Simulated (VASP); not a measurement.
Input of a VASP 6.6.1 run:

File INCAR:

```
PREC = Accurate
ENCUT = 520
EDIFF = 1E-8
ISMEAR = -1
SIGMA = 0.15
LREAL = F
LASPH = T
NELM = 120
ALGO = Normal
ISIF = 2
LWAVE = F
LCHARG = F
GGA = PE
LEFG = T
NBANDS = 14
GGA_COMPAT = F
```

File KPOINTS:

```
regular mesh
0
Gamma
  16 16 14
```

The input POSCAR:

```
AlNi
1.0
    2.0460877322     -2.0460877322      0.0000000000
    2.0460877322      2.0460877322      0.0000000000
    0.0000000000      0.0000000000      2.8954166534
Al Ni
1 1
Direct
    0.0000000000      0.0000000000      0.0000000000
    0.5000000000      0.5000000000      0.5000000000
```

Potentials or basis: VASP PAW PBE potentials, release 64 (Al, Ni).

The run is started by

```console
$ cat potpaw_PBE.64/Al/POTCAR potpaw_PBE.64/Ni/POTCAR > POTCAR
$ mpirun -np 1 vasp_std > vasp.out
```

(1) What does it give for the pressure?

Answers

(1) 0.0 GPa.

Caveat: without QUAD_EFG the Cq values of the log hold for a quadrupole moment of 1 mb, not for the nuclei.
